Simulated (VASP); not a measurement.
# Sn (Pm-3m) in VASP: notebook

Sn is run at these levels: r2SCAN; tasks: single point, relaxation of cell and atoms.

Program: VASP 6.6.1. These are calculated values, not measurements. Logs are shortened: lines on timing, memory, paths and dates and some standing lists are left out, and cuts for length are marked.

## 1. The cell of the first run

Symmetry: Pm-3m, No. 221, cubic system. Conventional cell: a = 3.052 Å, b = 3.052 Å, c = 3.052 Å, α = 90.00°, β = 90.00°, γ = 90.00°. Within 4.0 Å of Sn (site symmetry m-3m) lie 6 Sn at 3.05 Å.

## 2. Single point, r2SCAN

POSCAR reads:

```
Sn
1.0
    3.0519306036      0.0000000000      0.0000000000
    0.0000000000      3.0519306036      0.0000000000
    0.0000000000      0.0000000000      3.0519306036
Sn
1
Direct
    0.0000000000      0.0000000000      0.0000000000
```

INCAR.step1 reads:

```
SYSTEM = Sn
PREC = Accurate
ENCUT = 520
ISMEAR = -1
SIGMA = 0.1
LREAL = .FALSE.
LASPH = .TRUE.
NELM = 100
NBANDS = 13
GGA = PE
ALGO = Normal
EDIFF = 1E-4
LWAVE = .TRUE.
LCHARG = .FALSE.
```

INCAR.step2 reads:

```
SYSTEM = Sn
PREC = Accurate
ENCUT = 520
EDIFF = 1E-7
ISMEAR = -1
SIGMA = 0.1
LREAL = .FALSE.
LASPH = .TRUE.
NELM = 100
ALGO = Normal
ISIF = 2
LWAVE = .FALSE.
LCHARG = .FALSE.
METAGGA = R2SCAN
LMIXTAU = .TRUE.
NBANDS = 13
ISTART = 1
```

KPOINTS reads:

```
Automatic mesh
0
G
  17 17 17
  0 0 0
```

Potentials or basis: VASP PAW PBE potentials, release 64 (Sn_d).

The run is started by

```bash
$ cat potpaw_PBE.64/Sn_d/POTCAR > POTCAR
$ cp INCAR.step1 INCAR
$ mpirun -np 1 vasp_std > vasp.out
$ cp INCAR.step2 INCAR
$ mpirun -np 1 vasp_std > vasp.out
```

OUTCAR:

```text
SYSTEM = Sn
   PREC = Accurate
   ENCUT = 520
   EDIFF = 1E-7
   ISMEAR = -1
   LREAL = .FALSE.
   LASPH = .TRUE.
   NELM = 100
   ISIF = 2
   METAGGA = R2SCAN
   ISTART = 1

 ion  position               nearest neighbor table
   1  0.000  0.000  0.000-

  LATTYP: Found a simple cubic cell.
 ALAT       =     3.0519306036

  Lattice vectors:

 A1 = (   3.0519306036,   0.0000000000,   0.0000000000)
 A2 = (   0.0000000000,   3.0519306036,   0.0000000000)
 A3 = (   0.0000000000,   0.0000000000,   3.0519306036)

Analysis of symmetry for initial positions (statically):
=====================================================================
 Subroutine PRICEL returns:
 Original cell was already a primitive cell.

 Routine SETGRP: Setting up the symmetry group for a
 simple cubic supercell.

 Subroutine GETGRP returns: Found 48 space group operations
 (whereof 48 operations were pure point group operations)
 out of a pool of 48 trial point group operations.

The static configuration has the point symmetry O_h .

Analysis of symmetry for dynamics (positions and initial velocities):
=====================================================================
 Subroutine PRICEL returns:
 Original cell was already a primitive cell.

 Routine SETGRP: Setting up the symmetry group for a
 simple cubic supercell.

 Subroutine GETGRP returns: Found 48 space group operations
 (whereof 48 operations were pure point group operations)
 out of a pool of 48 trial point group operations.

The dynamic configuration has the point symmetry O_h .

 Subroutine INISYM returns: Found 48 space group operations
 (whereof 48 operations are pure point group operations),
 and found     1 'primitive' translations

----------------------------------------------------------------------------------------

                                     Primitive cell

  volume of cell :      28.4265

  direct lattice vectors                    reciprocal lattice vectors
     3.051930604  0.000000000  0.000000000     0.327661448  0.000000000  0.000000000
     0.000000000  3.051930604  0.000000000     0.000000000  0.327661448  0.000000000
     0.000000000  0.000000000  3.051930604     0.000000000  0.000000000  0.327661448

  length of vectors
     3.051930604  3.051930604  3.051930604     0.327661448  0.327661448  0.327661448

  position of ions in fractional coordinates (direct lattice)
     0.000000000  0.000000000  0.000000000

  ion indices of the primitive-cell ions
   primitive index   ion index
                 1           1

----------------------------------------------------------------------------------------

 KPOINTS: Automatic mesh

Automatic generation of k-mesh.
 Grid dimensions read from file:
 generate k-points for:   17   17   17

 Generating k-lattice:

  Cartesian coordinates                     Fractional coordinates (reciprocal lattice)
     0.019274203  0.000000000  0.000000000     0.058823529  0.000000000  0.000000000
     0.000000000  0.019274203  0.000000000     0.000000000  0.058823529  0.000000000
     0.000000000  0.000000000  0.019274203     0.000000000  0.000000000  0.058823529

  Length of vectors
     0.019274203  0.019274203  0.019274203

  Shift w.r.t. Gamma in fractional coordinates (k-lattice)
     0.000000000  0.000000000  0.000000000

 Subroutine IBZKPT returns following result:
 ===========================================

 Found    165 irreducible k-points:

 Following reciprocal coordinates:
            Coordinates               Weight
  0.000000  0.000000  0.000000      1.000000
  0.058824  0.000000  0.000000      6.000000
  0.117647  0.000000  0.000000      6.000000
  0.176471  0.000000  0.000000      6.000000
  0.235294  0.000000  0.000000      6.000000
  0.294118  0.000000  0.000000      6.000000
[... 16 lines left out ...]
  0.411765  0.117647  0.000000     24.000000
  0.470588  0.117647  0.000000     24.000000
 [... further k-points ...]
   k-points           NKPTS =    165   k-points in BZ     NKDIM =    165   number of bands    NBANDS=     13
   number of dos      NEDOS =    301   number of ions     NIONS =      1
   total plane-waves  NPLWV =  13824
   dimension x,y,z NGX =    24 NGY =   24 NGZ =   24
   dimension x,y,z NGXF=    48 NGYF=   48 NGZF=   48
   ions per type =               1
   NGX,Y,Z   is equivalent  to a cutoff of  13.07, 13.07, 13.07 a.u.
   NGXF,Y,Z  is equivalent  to a cutoff of  26.15, 26.15, 26.15 a.u.
 SYSTEM =  Sn
   PREC   = accura    normal or accurate (medium, high low for compatibility)
   ISTART =      1    job   : 0-new  1-cont  2-samecut
   ICHARG =      0    charge: 1-file 2-atom 10-const
   ISPIN  =      1    spin polarized calculation?
   LNONCOLLINEAR =      F non collinear calculations
   LSORBIT =      F    spin-orbit coupling
   LASPH  =      T    aspherical Exc in radial PAW
   ENCUT  =  520.0 eV  38.22 Ry    6.18 a.u.   5.67  5.67  5.67*2*pi/ulx,y,z
   NELM   =    100;   NELMIN=  2; NELMDL=  0     # of ELM steps
   EDIFF  = 0.1E-06   stopping-criterion for ELM
   LREAL  =      F    real-space projection
   EDIFFG = 0.1E-05   stopping-criterion for IOM
   NSW    =      0    number of steps for IOM
   IBRION =     -1    ionic relax: 0-MD 1-quasi-New 2-CG
   NFREE  =      0    steps in history (QN), initial steepest desc. (CG)
   ISIF   =      2    stress and relaxation
   ISYM   =      2    0-nonsym 1-usesym 2-fastsym
   POTIM  = 0.5000    time-step for ionic-motion
   TEBEG  =    0.0;   TEEND  =   0.0 temperature during run
   PSTRESS=    0.0 pullay stress
   NELECT =      14.0000    total number of electrons
   NUPDOWN=      -1.0000    fix difference up-down
   EMIN   =  10.00;   EMAX   =-10.00  energy-range for DOS
   EFERMI =   0.00;   METHOD = LEGACY
   ISMEAR =    -1;   SIGMA  =   0.10  broadening in eV -4-tet -1-fermi 0-gaus
   EFERMI_NEDOS =   21; number of points for ismear=-14 and -15
   IALGO  =     38    algorithm
   IMIX   =      4    mixing-type and parameters
     AMIX     =   0.40;   BMIX     =  1.00
     AMIX_MAG =   1.60;   BMIX_MAG =  1.00
  volume/ion in A,a.u.               =      28.43       191.83
  Fermi-wavevector in a.u.,A,eV,Ry     =   1.292834  2.443103 22.741056  1.671420
  Thomas-Fermi vector in A             =   2.424517
   LORBIT       =      0    0 simple, 1 ext, 2 COOP (PROOUT), +10 PAW based schemes
   METAGGA = R2SCAN    functional components
   LHFCALC =     F    Hartree Fock is set to
   AEXX    =    0.0000 exact exchange contribution
   IVDW    =     0    specifies the selected vdW correction
   LEPSILON=     F    determine dielectric tensor
   LRPA    =     F    only Hartree local field effects (RPA)
 non-spin polarized calculation
  energy-cutoff  :      520.00
  volume of cell :       28.43
 maximum number of plane-waves:       784
 NGX is ok and might be reduce to    24
   NGX = 11   NGY = 11   NGZ = 11

 number of electron      14.0000014 magnetization

 Free energy of the ion-electron system (eV)
  ---------------------------------------------------
  ext. energy  EPLUGINS =         0.00000000
  ---------------------------------------------------
  free energy    TOTEN  =       -24.61396543 eV

  energy without entropy =      -24.59640597  energy(sigma->0) =      -24.60518570

 E-fermi :   7.2471     XC(G=0): -10.8438

 val. band max:        7.2292882670   @ k =   0.3529   0.3529   0.1765
 cond. band min:       7.2574752953   @ k =   0.2353   0.0000   0.0000
 fundamental gap:      0.0281870283
 Fermi energy:         7.2471275734

 k-point     1 :       0.0000    0.0000    0.0000
  band No.  band energies     occupation
      1     -15.0497      2.00000
      2     -15.0497      2.00000
      3     -14.6090      2.00000
      4     -14.6090      2.00000
      5     -14.6090      2.00000
      6      -4.1015      2.00000
      7      12.9657      0.00000
      8      12.9657      0.00000
      9      12.9657      0.00000
     10      16.3372      0.00000
     11      16.3372      0.00000
     12      18.3784      0.00000
     13      28.3898      0.00000

 k-point     2 :       0.0588    0.0000    0.0000
  band No.  band energies     occupation
      1     -15.0490      2.00000
      2     -15.0382      2.00000
      3     -14.6129      2.00000
      4     -14.6129      2.00000
      5     -14.6087      2.00000
      6      -4.0425      2.00000
      7      12.1186      0.00000
      8      13.0297      0.00000
      9      13.0297      0.00000
     10      16.3813      0.00000
     11      16.9518      0.00000
     12      18.7389      0.00000
     13      27.8761      0.00000

 k-point     3 :       0.1176    0.0000    0.0000
  band No.  band energies     occupation
      1     -15.0468      2.00000
      2     -15.0051      2.00000
      3     -14.6241      2.00000
      4     -14.6241      2.00000
      5     -14.6078      2.00000
      6      -3.8654      2.00000
      7      10.5427      0.00000
      8      13.2191      0.00000
      9      13.2191      0.00000
     10      16.5136      0.00000
     11      17.5731      0.00000
     12      20.0752      0.00000
     13      26.7578      0.00000

 k-point     4 :       0.1765    0.0000    0.0000
  band No.  band energies     occupation
      1     -15.0436      2.00000
      2     -14.9550      2.00000
      3     -14.6409      2.00000
      4     -14.6409      2.00000
      5     -14.6064      2.00000
      6      -3.5706      2.00000
      7       8.8746      0.00000
      8      13.5258      0.00000
      9      13.5258      0.00000
     10      16.7348      0.00000
     11      17.9148      0.00000
     12      22.0273      0.00000
     13      25.4986      0.00000

 k-point     5 :       0.2353    0.0000    0.0000
  band No.  band energies     occupation
      1     -15.0398      2.00000
      2     -14.8945      2.00000
      3     -14.6611      2.00000
      4     -14.6611      2.00000
      5     -14.6048      2.00000
      6      -3.1603      2.00000
      7       7.2575      0.94831
      8      13.9349      0.00000
      9      13.9349      0.00000
     10      17.0455      0.00000
     11      18.2347      0.00000
     12      24.1397      0.00000
     13      24.2546      0.00000
[... 257 lines left out ...]
 k-point    22 :       0.3529    0.1176    0.0000
  band No.  band energies     occupation
      1     -15.0003      2.00000
      2     -14.7573      2.00000
      3     -14.7202      2.00000
      4     -14.6989      2.00000
      5     -14.6161      2.00000
      6      -1.8014      2.00000
      7       4.6026      2.00000
      8      12.5168      0.00000
      9      15.2049      0.00000
     10      18.4138      0.00000
     11      18.8780      0.00000
     12      21.6557      0.00000
     13      23.0636      0.00000

 k-point    23 :       0.4118    0.1176    0.0000
  band No.  band energies     occupation
      1     -14.9974      2.00000
      2     -14.7350      2.00000
      3     -14.7145      2.00000
      4     -14.7128      2.00000
      5     -14.6149      2.00000
      6      -1.1653      2.00000
      7       3.4533      2.00000
      8      13.0390      0.00000
      9      15.6807      0.00000
     10      17.7535      0.00000
     11      19.2631      0.00000
     12      21.3179      0.00000
     13      22.2065      0.00000

 k-point    24 :       0.4706    0.1176    0.0000
  band No.  band energies     occupation
      1     -14.9959      2.00000
      2     -14.7428      2.00000
      3     -14.7203      2.00000
      4     -14.6916      2.00000
      5     -14.6142      2.00000
      6      -0.6748      2.00000
      7       2.7042      2.00000
      8      13.4017      0.00000
      9      15.9828      0.00000
     10      17.2300      0.00000
     11      19.8928      0.00000
     12      20.6484      0.00000
     13      21.7127      0.00000

 [... further k-points ...]
[... 5 lines left out ...]
  --------------------------------------------------------------------------------------
  -------------------------------------------------------------------------------------
  Total        0.0468872      0.0468872      0.0468872      0.0000000      0.0000000      0.0000000
  in kB        2.6426583      2.6426583      2.6426583      0.0000000      0.0000000      0.0000000
  external PRESSURE =       2.6426583 kB  Pullay stress =       0.0000000 kB

 VOLUME and BASIS-vectors are now :
 -----------------------------------------------------------------------------
  energy-cutoff  :      520.00
  volume of cell :       28.43
      direct lattice vectors                 reciprocal lattice vectors
     3.051930604  0.000000000  0.000000000     0.327661448  0.000000000  0.000000000
     0.000000000  3.051930604  0.000000000     0.000000000  0.327661448  0.000000000
     0.000000000  0.000000000  3.051930604     0.000000000  0.000000000  0.327661448

 POSITION                                       TOTAL-FORCE (eV/Angst)
 -----------------------------------------------------------------------------------
      0.00000      0.00000      0.00000         0.000000      0.000000      0.000000
 -----------------------------------------------------------------------------------
    total drift:                                0.000000      0.000000      0.000000

  FREE ENERGIE OF THE ION-ELECTRON SYSTEM (eV)
  ---------------------------------------------------
  free  energy   TOTEN  =       -24.6139654282 eV

  energy  without entropy=      -24.5964059686  energy(sigma->0) =      -24.60518570
```

It took 90 s on 1 thread of AMD EPYC 9R45 (Zen 5), shared host; peak memory 0.15 GiB.

What came out:

| Quantity | Value |
| --- | --- |
| Free energy | -24.6140 eV |
| Pressure | 0.3 GPa |
| Band gap on the k mesh | zero (band 7 reaches 12.97 eV, above the bottom of band 8 at 5.06 eV) |

Caveat: the PAW data sets were made with another functional, which shifts forces and pressure a little; spin-orbit coupling is left out, which moves the levels of the heavy elements.

(Part 1 of 2 ends here.)
